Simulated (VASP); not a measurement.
# SnTe (Fm-3m) in VASP: a series of runs, part 2 of 2

VASP 6.6.1. Earlier steps stand in the parts before.

## (3) Single point, r2SCAN (strain +2.0%)

Contents of POSCAR:

```
SnTe
1.0
    0.0000000000      3.2531169524      3.2531169524
    3.2531169524      0.0000000000      3.2531169524
    3.2531169524      3.2531169524      0.0000000000
Sn Te
1 1
Direct
    0.0000000000      0.0000000000      0.0000000000
    0.5000000000      0.5000000000      0.5000000000
```

Contents of INCAR.step1:

```
SYSTEM = SnTe
ALGO = Normal
EDIFF = 1E-4
ENCUT = 520
GGA = PE
ISMEAR = 0
LASPH = .TRUE.
LCHARG = .FALSE.
LREAL = .FALSE.
LWAVE = .TRUE.
NBANDS = 17
NELM = 80
PREC = Accurate
SIGMA = 0.01
```

Contents of INCAR.step2:

```
SYSTEM = SnTe
ALGO = Normal
EDIFF = 1E-6
ENCUT = 520
ISIF = 2
ISMEAR = 0
ISTART = 1
LASPH = .TRUE.
LCHARG = .TRUE.
LELF = .TRUE.
LMIXTAU = .TRUE.
LREAL = .FALSE.
LVHAR = .TRUE.
LWAVE = .FALSE.
METAGGA = R2SCAN
NBANDS = 17
NELM = 80
PREC = Accurate
SIGMA = 0.01
```

Contents of KPOINTS:

```
k-points
0
G
  8 8 8
  0 0 0
```

Potentials or basis: VASP PAW PBE potentials, release 64 (Sn_d, Te).

Launch:

```console
$ cat potpaw_PBE.64/Sn_d/POTCAR potpaw_PBE.64/Te/POTCAR > POTCAR
$ cp INCAR.step1 INCAR
$ mpirun -np 1 vasp_std > vasp.out
$ cp INCAR.step2 INCAR
$ mpirun -np 1 vasp_std > vasp.out
```

OUTCAR:

```text
SYSTEM = SnTe
   EDIFF = 1E-6
   ENCUT = 520
   ISIF = 2
   ISMEAR = 0
   ISTART = 1
   LASPH = .TRUE.
   LREAL = .FALSE.
   METAGGA = R2SCAN
   NELM = 80
   PREC = Accurate

 ion  position               nearest neighbor table
   1  0.000  0.000  0.000-   2 3.25   2 3.25   2 3.25   2 3.25   2 3.25   2 3.25
   2  0.500  0.500  0.500-   1 3.25   1 3.25   1 3.25   1 3.25   1 3.25   1 3.25

  LATTYP: Found a face centered cubic cell.
 ALAT       =     6.5062339048

  Lattice vectors:

[... 669 lines left out ...]

  FORCE on cell =-STRESS in cart. coord.  units (eV):
  Direction    XX          YY          ZZ          XY          YZ          ZX
  --------------------------------------------------------------------------------------
  -------------------------------------------------------------------------------------
  Total       -1.0316693     -1.0316693     -1.0316693     -0.0000000      0.0000000     -0.0000000
  in kB      -24.0061246    -24.0061246    -24.0061246     -0.0000000      0.0000000     -0.0000000
  external PRESSURE =     -24.0061246 kB  Pullay stress =       0.0000000 kB

 VOLUME and BASIS-vectors are now :
 -----------------------------------------------------------------------------
  energy-cutoff  :      520.00
  volume of cell :       68.85
      direct lattice vectors                 reciprocal lattice vectors
     0.000000000  3.253116952  3.253116952    -0.153698747  0.153698747  0.153698747
     3.253116952  0.000000000  3.253116952     0.153698747 -0.153698747  0.153698747
     3.253116952  3.253116952  0.000000000     0.153698747  0.153698747 -0.153698747

 POSITION                                       TOTAL-FORCE (eV/Angst)
 -----------------------------------------------------------------------------------
      0.00000      0.00000      0.00000         0.000000     -0.000000      0.000000
      3.25312      3.25312      3.25312        -0.000000      0.000000     -0.000000
 -----------------------------------------------------------------------------------
    total drift:                               -0.000000      0.000000      0.000000

  FREE ENERGIE OF THE ION-ELECTRON SYSTEM (eV)
  ---------------------------------------------------
  free  energy   TOTEN  =       -50.6546773374 eV

  energy  without entropy=      -50.6546773374  energy(sigma->0) =      -50.65467734
```

OUTCAR.step1:

```text
SYSTEM = SnTe
   EDIFF = 1E-4
   ENCUT = 520
   GGA = PE
   ISMEAR = 0
   LASPH = .TRUE.
   LREAL = .FALSE.
[... 701 lines left out ...]
      0.00000      0.00000      0.00000         0.000000     -0.000000      0.000000
      3.25312      3.25312      3.25312        -0.000000      0.000000     -0.000000
 -----------------------------------------------------------------------------------
    total drift:                               -0.000000      0.000000      0.000000

  FREE ENERGIE OF THE ION-ELECTRON SYSTEM (eV)
  ---------------------------------------------------
  free  energy   TOTEN  =        -7.5485084028 eV

  energy  without entropy=       -7.5485084028  energy(sigma->0) =       -7.54850840
```

Run time: 1.7 min. Hardware: 1 thread of Intel Xeon Platinum 8488C (Sapphire Rapids), shared host; peak memory 0.23 GiB.

Results:

```
Free energy            : -50.6547 eV
Pressure               : -2.4 GPa
Band gap on the k mesh : 0.31 eV
```

Levels at points of the mesh, in eV from the valence-band top:
```
           k point  band 7  band 8  band 9  band 10  band 11  band 12  band 13  band 14
(0.00, 0.00, 0.00)   -4.98   -2.06   -2.06    -2.06     3.37     3.37     3.37     5.30
(0.50, 0.00, 0.00)   -8.15   -1.72   -1.72     0.00     0.31     0.57     0.57     8.12
(0.50, 0.50, 0.00)   -6.55   -5.15   -3.50    -3.50     2.84     4.79     4.79     6.13
```

Caveat: the cell differs from its parent crystal (strain +2.0%); the PAW data sets were made with another functional, which shifts forces and pressure a little; spin-orbit coupling is left out, which moves the levels of the heavy elements. A k mesh can miss the band edges.

## (4) Single point, r2SCAN (strain +3.0%)

Contents of POSCAR:

```
SnTe
1.0
    0.0000000000      3.2850102558      3.2850102558
    3.2850102558      0.0000000000      3.2850102558
    3.2850102558      3.2850102558      0.0000000000
Sn Te
1 1
Direct
    0.0000000000      0.0000000000      0.0000000000
    0.5000000000      0.5000000000      0.5000000000
```

Contents of INCAR.step1:

```
  PREC = Accurate
  ENCUT = 520
  ISMEAR = 0
  SIGMA = 0.01
  LREAL = False
  LASPH = True
  NELM = 100
  NBANDS = 17
  GGA = PE
  ALGO = Normal
  EDIFF = 1E-4
  LWAVE = True
  LCHARG = False
```

Contents of INCAR.step2:

```
  PREC = Accurate
  ENCUT = 520
  EDIFF = 1E-6
  ISMEAR = 0
  SIGMA = 0.01
  LREAL = False
  LASPH = True
  NELM = 100
  ALGO = Normal
  ISIF = 2
  LWAVE = False
  LCHARG = False
  METAGGA = R2SCAN
  LMIXTAU = True
  NBANDS = 17
  ISTART = 1
```

Contents of KPOINTS:

```
regular mesh
0
Gamma
  8 8 8
```

Potentials or basis: VASP PAW PBE potentials, release 64 (Sn_d, Te).

Launch:

```console
$ cat potpaw_PBE.64/Sn_d/POTCAR potpaw_PBE.64/Te/POTCAR > POTCAR
$ cp INCAR.step1 INCAR
$ mpirun -np 1 vasp_std > vasp.out
$ cp INCAR.step2 INCAR
$ mpirun -np 1 vasp_std > vasp.out
```

OUTCAR:

```text
PREC = Accurate
   ENCUT = 520
   EDIFF = 1E-6
   ISMEAR = 0
   LREAL = False
   LASPH = True
   NELM = 100
   ISIF = 2
   METAGGA = R2SCAN
   ISTART = 1

 ion  position               nearest neighbor table
   1  0.000  0.000  0.000-   2 3.29   2 3.29   2 3.29   2 3.29   2 3.29   2 3.29
   2  0.500  0.500  0.500-   1 3.29   1 3.29   1 3.29   1 3.29   1 3.29   1 3.29

  LATTYP: Found a face centered cubic cell.
 ALAT       =     6.5700205116

  Lattice vectors:

 A1 = (   0.0000000000,   3.2850102558,   3.2850102558)
 A2 = (   3.2850102558,   0.0000000000,   3.2850102558)
 A3 = (   3.2850102558,   3.2850102558,   0.0000000000)

Analysis of symmetry for initial positions (statically):
=====================================================================
 Subroutine PRICEL returns:
 Original cell was already a primitive cell.

 Routine SETGRP: Setting up the symmetry group for a
 face centered cubic supercell.

 Subroutine GETGRP returns: Found 48 space group operations
 (whereof 48 operations were pure point group operations)
 out of a pool of 48 trial point group operations.

The static configuration has the point symmetry O_h .

Analysis of symmetry for dynamics (positions and initial velocities):
=====================================================================
 Subroutine PRICEL returns:
 Original cell was already a primitive cell.

 Routine SETGRP: Setting up the symmetry group for a
 face centered cubic supercell.

 Subroutine GETGRP returns: Found 48 space group operations
 (whereof 48 operations were pure point group operations)
 out of a pool of 48 trial point group operations.

The dynamic configuration has the point symmetry O_h .

 Subroutine INISYM returns: Found 48 space group operations
 (whereof 48 operations are pure point group operations),
 and found     1 'primitive' translations

----------------------------------------------------------------------------------------

                                     Primitive cell

  volume of cell :      70.8990

  direct lattice vectors                    reciprocal lattice vectors
     0.000000000  3.285010256  3.285010256    -0.152206526  0.152206526  0.152206526
     3.285010256  0.000000000  3.285010256     0.152206526 -0.152206526  0.152206526
     3.285010256  3.285010256  0.000000000     0.152206526  0.152206526 -0.152206526

  length of vectors
     4.645706056  4.645706056  4.645706056     0.263629437  0.263629437  0.263629437

  position of ions in fractional coordinates (direct lattice)
     0.000000000  0.000000000  0.000000000
     0.500000000  0.500000000  0.500000000

  ion indices of the primitive-cell ions
   primitive index   ion index
                 1           1
                 2           2

----------------------------------------------------------------------------------------

 KPOINTS: regular mesh

Automatic generation of k-mesh.
 Grid dimensions read from file:
 generate k-points for:    8    8    8

 Generating k-lattice:

  Cartesian coordinates                     Fractional coordinates (reciprocal lattice)
    -0.019025816  0.019025816  0.019025816     0.125000000  0.000000000  0.000000000
     0.019025816 -0.019025816  0.019025816     0.000000000  0.125000000  0.000000000
     0.019025816  0.019025816 -0.019025816     0.000000000  0.000000000  0.125000000

  Length of vectors
     0.032953680  0.032953680  0.032953680

  Shift w.r.t. Gamma in fractional coordinates (k-lattice)
     0.000000000  0.000000000  0.000000000

 Subroutine IBZKPT returns following result:
 ===========================================

 Found     29 irreducible k-points:

 Following reciprocal coordinates:
            Coordinates               Weight
  0.000000  0.000000  0.000000      1.000000
  0.125000  0.000000  0.000000      8.000000
  0.250000  0.000000  0.000000      8.000000
  0.375000  0.000000  0.000000      8.000000
  0.500000  0.000000  0.000000      4.000000
  0.125000  0.125000  0.000000      6.000000
[... 16 lines left out ...]
  0.500000  0.250000  0.125000     48.000000
 -0.375000  0.250000  0.125000     24.000000
 [... further k-points ...]
   k-points           NKPTS =     29   k-points in BZ     NKDIM =     29   number of bands    NBANDS=     17
   number of dos      NEDOS =    301   number of ions     NIONS =      2
   total plane-waves  NPLWV =  46656
   dimension x,y,z NGX =    36 NGY =   36 NGZ =   36
   dimension x,y,z NGXF=    72 NGYF=   72 NGZF=   72
   ions per type =               1   1
   NGX,Y,Z   is equivalent  to a cutoff of  12.88, 12.88, 12.88 a.u.
   NGXF,Y,Z  is equivalent  to a cutoff of  25.77, 25.77, 25.77 a.u.
 SYSTEM =  unknown system
   PREC   = accura    normal or accurate (medium, high low for compatibility)
   ISTART =      1    job   : 0-new  1-cont  2-samecut
   ICHARG =      0    charge: 1-file 2-atom 10-const
   ISPIN  =      1    spin polarized calculation?
   LNONCOLLINEAR =      F non collinear calculations
   LSORBIT =      F    spin-orbit coupling
   LASPH  =      T    aspherical Exc in radial PAW
   ENCUT  =  520.0 eV  38.22 Ry    6.18 a.u.   8.64  8.64  8.64*2*pi/ulx,y,z
   NELM   =    100;   NELMIN=  2; NELMDL=  0     # of ELM steps
   EDIFF  = 0.1E-05   stopping-criterion for ELM
   LREAL  =      F    real-space projection
   EDIFFG = 0.1E-04   stopping-criterion for IOM
   NSW    =      0    number of steps for IOM
   IBRION =     -1    ionic relax: 0-MD 1-quasi-New 2-CG
   NFREE  =      0    steps in history (QN), initial steepest desc. (CG)
   ISIF   =      2    stress and relaxation
   ISYM   =      2    0-nonsym 1-usesym 2-fastsym
   POTIM  = 0.5000    time-step for ionic-motion
   TEBEG  =    0.0;   TEEND  =   0.0 temperature during run
   PSTRESS=    0.0 pullay stress
   NELECT =      20.0000    total number of electrons
   NUPDOWN=      -1.0000    fix difference up-down
   EMIN   =  10.00;   EMAX   =-10.00  energy-range for DOS
   EFERMI =   0.00;   METHOD = LEGACY
   ISMEAR =     0;   SIGMA  =   0.01  broadening in eV -4-tet -1-fermi 0-gaus
   EFERMI_NEDOS =   21; number of points for ismear=-14 and -15
   IALGO  =     38    algorithm
   IMIX   =      4    mixing-type and parameters
     AMIX     =   0.40;   BMIX     =  1.00
     AMIX_MAG =   1.60;   BMIX_MAG =  1.00
  volume/ion in A,a.u.               =      35.45       239.23
  Fermi-wavevector in a.u.,A,eV,Ry     =   1.073672  2.028945 15.684395  1.152771
  Thomas-Fermi vector in A             =   2.209478
   LORBIT       =      0    0 simple, 1 ext, 2 COOP (PROOUT), +10 PAW based schemes
   METAGGA = R2SCAN    functional components
   LHFCALC =     F    Hartree Fock is set to
   AEXX    =    0.0000 exact exchange contribution
   IVDW    =     0    specifies the selected vdW correction
   LEPSILON=     F    determine dielectric tensor
   LRPA    =     F    only Hartree local field effects (RPA)
 non-spin polarized calculation
 Gauss-broadening in eV      SIGMA  =   0.01
  energy-cutoff  :      520.00
  volume of cell :       70.90
 maximum number of plane-waves:      1926
   NGX = 17   NGY = 17   NGZ = 17

 number of electron      19.9999992 magnetization

 Free energy of the ion-electron system (eV)
  ---------------------------------------------------
  ext. energy  EPLUGINS =         0.00000000
  ---------------------------------------------------
  free energy    TOTEN  =       -50.61848422 eV

  energy without entropy =      -50.61848422  energy(sigma->0) =      -50.61848422

 E-fermi :   5.4038     XC(G=0):  -9.4766

 val. band max:        5.3060356884   @ k =   0.5000   0.0000   0.0000
 cond. band min:       5.6935182400   @ k =   0.5000   0.0000   0.0000
 fundamental gap:      0.3874825515
 Fermi energy:         5.4038115500

 k-point     1 :       0.0000    0.0000    0.0000
  band No.  band energies     occupation
      1     -17.2263      2.00000
      2     -17.2263      2.00000
      3     -17.2228      2.00000
      4     -17.2228      2.00000
      5     -17.2228      2.00000
      6      -7.0738      2.00000
[... 9 lines left out ...]
     16      10.7185      0.00000
     17      12.5091      0.00000
[... 441 lines left out ...]
 k-point    24 :      -0.3750    0.2500    0.1250
  band No.  band energies     occupation
      1     -17.2312      2.00000
      2     -17.2277      2.00000
      3     -17.2209      2.00000
      4     -17.2197      2.00000
      5     -17.2179      2.00000
      6      -5.8791      2.00000
[... 9 lines left out ...]
     16      15.0490      0.00000
     17      15.2581      0.00000

 [... further k-points ...]

------------------------ aborting loop because EDIFF is reached ----------------------------------------

  FORCE on cell =-STRESS in cart. coord.  units (eV):
  Direction    XX          YY          ZZ          XY          YZ          ZX
  --------------------------------------------------------------------------------------
  -------------------------------------------------------------------------------------
  Total       -1.4640818     -1.4640818     -1.4640818      0.0000000     -0.0000000      0.0000000
  in kB      -33.0853497    -33.0853497    -33.0853497      0.0000000     -0.0000000      0.0000000
  external PRESSURE =     -33.0853497 kB  Pullay stress =       0.0000000 kB

 VOLUME and BASIS-vectors are now :
 -----------------------------------------------------------------------------
  energy-cutoff  :      520.00
  volume of cell :       70.90
      direct lattice vectors                 reciprocal lattice vectors
     0.000000000  3.285010256  3.285010256    -0.152206526  0.152206526  0.152206526
     3.285010256  0.000000000  3.285010256     0.152206526 -0.152206526  0.152206526
     3.285010256  3.285010256  0.000000000     0.152206526  0.152206526 -0.152206526

 POSITION                                       TOTAL-FORCE (eV/Angst)
 -----------------------------------------------------------------------------------
      0.00000      0.00000      0.00000         0.000000      0.000000      0.000000
      3.28501      3.28501      3.28501        -0.000000      0.000000     -0.000000
 -----------------------------------------------------------------------------------
    total drift:                               -0.000000      0.000000      0.000000

  FREE ENERGIE OF THE ION-ELECTRON SYSTEM (eV)
  ---------------------------------------------------
  free  energy   TOTEN  =       -50.6184842218 eV

  energy  without entropy=      -50.6184842218  energy(sigma->0) =      -50.61848422
```

OUTCAR.step1:

```text
PREC = Accurate
   ENCUT = 520
   ISMEAR = 0
   LREAL = False
   LASPH = True
[... 701 lines left out ...]
      0.00000      0.00000      0.00000         0.000000      0.000000     -0.000000
      3.28501      3.28501      3.28501         0.000000     -0.000000      0.000000
 -----------------------------------------------------------------------------------
    total drift:                               -0.000000      0.000000      0.000000

  FREE ENERGIE OF THE ION-ELECTRON SYSTEM (eV)
  ---------------------------------------------------
  free  energy   TOTEN  =        -7.5219699071 eV

  energy  without entropy=       -7.5219699071  energy(sigma->0) =       -7.52196991
```

OSZICAR.step1:

```text
N       E                     dE             d eps       ncg     rms          rms(c)
DAV:   1     0.122510867808E+03    0.12251E+03   -0.94750E+03   987   0.130E+03
DAV:   2     0.428429894194E+01   -0.11823E+03   -0.11494E+03  1034   0.316E+02
DAV:   3    -0.726315838879E+01   -0.11547E+02   -0.11469E+02  1210   0.895E+01
DAV:   4    -0.760748682140E+01   -0.34433E+00   -0.34410E+00  1180   0.160E+01
DAV:   5    -0.762061110630E+01   -0.13124E-01   -0.13123E-01  1443   0.308E+00    0.337E+00
DAV:   6    -0.751984280133E+01    0.10077E+00   -0.24793E-01  1257   0.287E+00    0.210E+00
DAV:   7    -0.752036549565E+01   -0.52269E-03   -0.67607E-02  1151   0.112E+00    0.887E-01
DAV:   8    -0.752194584989E+01   -0.15804E-02   -0.80119E-03  1173   0.710E-01    0.141E-01
DAV:   9    -0.752194505841E+01    0.79149E-06   -0.12509E-03  1266   0.271E-01    0.473E-02
DAV:  10    -0.752196990705E+01   -0.24849E-04   -0.15608E-04  1008   0.872E-02
   1 F= -.75219699E+01 E0= -.75219699E+01  d E =-.582142E-42
```

Wall time 76 s (1 thread of Intel Xeon Platinum 8488C (Sapphire Rapids), shared host); peak memory 0.23 GiB.

Results:

```yaml
Free_energy: -50.6185 eV
Pressure: -3.3 GPa
Band_gap_on_the_k_mesh: 0.39 eV
```

Caveat: the cell differs from its parent crystal (strain +3.0%); the cell stands under tension; the PAW data sets were made with another functional, which shifts forces and pressure a little; spin-orbit coupling is left out, which moves the levels of the heavy elements. A k mesh can miss the band edges.

## (5) Summary

| cell | smearing | gap on the mesh (eV) | pressure (GPa) |
| --- | --- | --- | --- |
| a = 4.555 Å, angles 60.0°, 2 atoms | fermi-dirac 0.02 eV | 0.23 | -1.3 |
| a = 4.601 Å, angles 60.0°, 2 atoms | gaussian 0.01 eV | 0.31 | -2.4 |
| a = 4.646 Å, angles 60.0°, 2 atoms | gaussian 0.01 eV | 0.39 | -3.3 |

Alike in all rows: task single point; level r2SCAN; potentials or basis VASP PAW PBE potentials, release 64 (Sn_d, Te); no spin polarisation; k mesh 8 × 8 × 8; cutoff (eV) 520.

Caveats: the PAW data sets were made with another functional, which shifts forces and pressure a little; spin-orbit coupling is left out, which moves the levels of the heavy elements; the cell stands under tension (at least some runs).

Total energies depend on the potentials used, so only differences within one code and one set of settings carry meaning.
